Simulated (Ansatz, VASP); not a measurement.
K2BRu2 in VASP and in Ansatz

```
CELL_PARAMETERS angstrom
2.61167 1.50785 4.75740
-2.61167 1.50785 4.75740
0.00000 -3.01569 4.75740
ATOMIC_POSITIONS crystal
K 0.83033 0.83033 0.83033
K 0.16967 0.16967 0.16967
B 0.00000 0.00000 0.00000
Ru 0.35010 0.35010 0.35010
Ru 0.64990 0.64990 0.64990
```

Alike in both runs: task single point; functional PBE; k mesh 6 × 6 × 6; occupations gaussian, width 0.1 eV; no spin polarisation.

```csv
,VASP,Ansatz
version,VASP 6.6.1,Ansatz 0.2.0
potentials or method,"VASP PAW PBE potentials, release 64 (K_sv, B, Ru_pv), cutoff 520 eV","scalar-relativistic, plane waves, PAW"
valence electrons in the cell,49,53
```

|  | VASP | Ansatz | Ansatz less VASP |
| --- | --- | --- | --- |
| gap on the k mesh at the Fermi level (eV) | none | none | - |
| pressure (GPa) | -7.8 | -8.0 | -0.21 |
| traceless stress, the component that is largest in VASP (GPa) | 23.86 | 23.56 | -0.300 |
| rms of the force components (eV/Å) | 0.083 | 0.075 | -0.0081 |

Atom by atom the forces differ by 0.023 eV/Å (rms over components). A gap of «none» marks a metal or a gap that the smearing closes. VASP's potentials hold 49 valence electrons a cell and Ansatz's 53, so a difference there can come from the potentials and not from the codes.
